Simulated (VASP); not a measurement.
Here is a VASP 6.6.1 calculation.

The input INCAR:

```
SYSTEM = SnO
ALGO = Normal
EDIFF = 1E-6
ENCUT = 520
ISIF = 2
ISMEAR = 0
LASPH = .True.
LCHARG = .False.
LREAL = .False.
LWAVE = .False.
NBANDS = 28
NELM = 60
PREC = Accurate
SIGMA = 0.01
```

The input KPOINTS:

```
k-points
0
Gamma
  2 2 2
  0 0 0
```

File POSCAR:

```
SnO
1.0
    3.7986000000      0.0000000000      0.0000000000
    0.0000000000      3.7986000000      0.0000000000
    0.0000000000      0.0000000000      4.8408000000
Sn O
2 2
Direct
    0.5000000000      0.0000000000      0.2369000000
    0.0000000000      0.5000000000      0.7631000000
    0.0000000000      0.0000000000      0.0000000000
    0.5000000000      0.5000000000      0.0000000000
```

Potentials or basis: VASP PAW LDA potentials, release 64 (Sn_d, O).

Command:

```bash
$ cat potpaw_LDA.64/Sn_d/POTCAR potpaw_LDA.64/O/POTCAR > POTCAR
$ mpirun -np 1 vasp_std > vasp.out
```

(1) Predict the pressure.

(2) Predict the largest force.

(3) Predict the band gap on the k mesh.

## Answers

(1) -2.6 GPa.

(2) 0.297 eV/Å.

(3) 0.08 eV, indirect (least direct gap 1.97 eV).

Caveat: the k points lie up to 0.83 Å⁻¹ apart; spin-orbit coupling is left out, which moves the levels of the heavy elements.
